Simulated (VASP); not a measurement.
A run of VASP 6.6.1 is set up as follows.

The input INCAR:

```
SYSTEM = W
ALGO = Normal ; EDIFF = 1E-7
EDIFFG = -0.005 ; ENCUT = 500
GGA = PE ; GGA_COMPAT = .False.
IBRION = 2 ; ISIF = 3
ISMEAR = -1 ; LASPH = .True.
LCHARG = .False. ; LREAL = .False.
LWAVE = .False. ; NELM = 120
NELMIN = 4 ; NSW = 80
PREC = Accurate ; SIGMA = 0.15
```

KPOINTS

```
k-points
0
Gamma
  15 15 15
  0 0 0
```

File POSCAR:

```
W
1.0
   -1.5823450000      1.5823450000      1.5823450000
    1.5823450000     -1.5823450000      1.5823450000
    1.5823450000      1.5823450000     -1.5823450000
W
1
Direct
    0.0000000000      0.0000000000      0.0000000000
```

Potentials or basis: VASP PAW PBE potentials, release 64 (W_sv).

The run is started by

```sh
$ cat potpaw_PBE.64/W_sv/POTCAR > POTCAR
$ mpirun -np 1 vasp_std > vasp.out
```

Estimate the relaxed volume.

16.17 Å³/atom.

What does it give for the band gap on the k mesh?

Zero (bands 7 and 8 overlap by 5.72 eV).

What does it give for the relaxed cell?

a = 2.759 Å, b = 2.759 Å, c = 2.759 Å, α = 109.47°, β = 109.47°, γ = 109.47°.

Estimate the space group after relaxing (to 0.1 Å).

Im-3m (No. 229).

Final structure:
```
CELL_PARAMETERS angstrom
-1.59294 1.59294 1.59294
1.59294 -1.59294 1.59294
1.59294 1.59294 -1.59294
ATOMIC_POSITIONS crystal
W 0.00000 0.00000 0.00000
```

Caveat: spin-orbit coupling is left out, which moves the levels of the heavy elements. PBE usually gives volumes a little too large and moduli too small.
